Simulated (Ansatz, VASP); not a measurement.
## Two plane-wave programs on CaSe

Contents of INCAR:

```
SYSTEM = CaSe
ALGO = Normal
EDIFF = 1E-7
ENCUT = 520
GGA = PS
ISIF = 2
ISMEAR = 0
LASPH = .TRUE.
LCHARG = .FALSE.
LREAL = .FALSE.
LWAVE = .FALSE.
NBANDS = 15
NELM = 60
PREC = Accurate
SIGMA = 0.02
```

Contents of KPOINTS:

```
k-points
0
G
  8 8 8
  0 0 0
```

POSCAR

```
CaSe
1.0
    0.0000000000      2.8488154400      3.1148554400
    2.8488154400      0.0000000000      3.1148554400
    2.8488154400      2.8488154400      0.0000000000
Ca Se
1 1
Direct
    0.0000000000      0.0000000000      0.0000000000
    0.5000000000      0.5000000000      0.5000000000
```

Input for Ansatz:

```yaml
crystal:
  lattice:
    - [0.0, 2.84881544, 3.11485544]
    - [2.84881544, 0.0, 3.11485544]
    - [2.84881544, 2.84881544, 0.0]
  atoms:
    - { symbol: Ca, position: [0.0, 0.0, 0.0] }
    - { symbol: Se, position: [0.5, 0.5, 0.5] }
basis:
  ecutwfc: 420
kpoints:
  mp_grid: { grid: [8, 8, 8] }
hamiltonian:
  xc: pbesol
scf:
  occupations: { method: gaussian, width: 0.02 }
output:
  forces: true
  stress: true
  eigenvalues: true
```

Alike in both runs: task single point; functional PBEsol; k mesh 8 × 8 × 8; occupations gaussian, width 0.02 eV; no spin polarisation.

```csv
,VASP,Ansatz
version,VASP 6.6.1,Ansatz 0.2.0
potentials or method,"VASP PAW PBE potentials, release 64 (Ca_sv, Se), cutoff 520 eV","scalar-relativistic, plane waves, PAW"
valence electrons in the cell,16,26
```

|  | VASP | Ansatz | Ansatz less VASP |
| --- | --- | --- | --- |
| gap on the k mesh at the Fermi level (eV) | 1.85 | 1.86 | +0.016 |
| least direct gap on the mesh (eV) | 2.64 | 2.65 | +0.013 |
| pressure (GPa) | 1.2 | 0.9 | -0.22 |
| traceless stress, the component that is largest in VASP (GPa) | -5.27 | -5.16 | +0.102 |

VASP's potentials were made for PBE, not for PBEsol. With one functional, cell and mesh, what is left measures potentials, basis and numerics. VASP's potentials hold 16 valence electrons a cell and Ansatz's 26, so a difference there can come from the potentials and not from the codes.
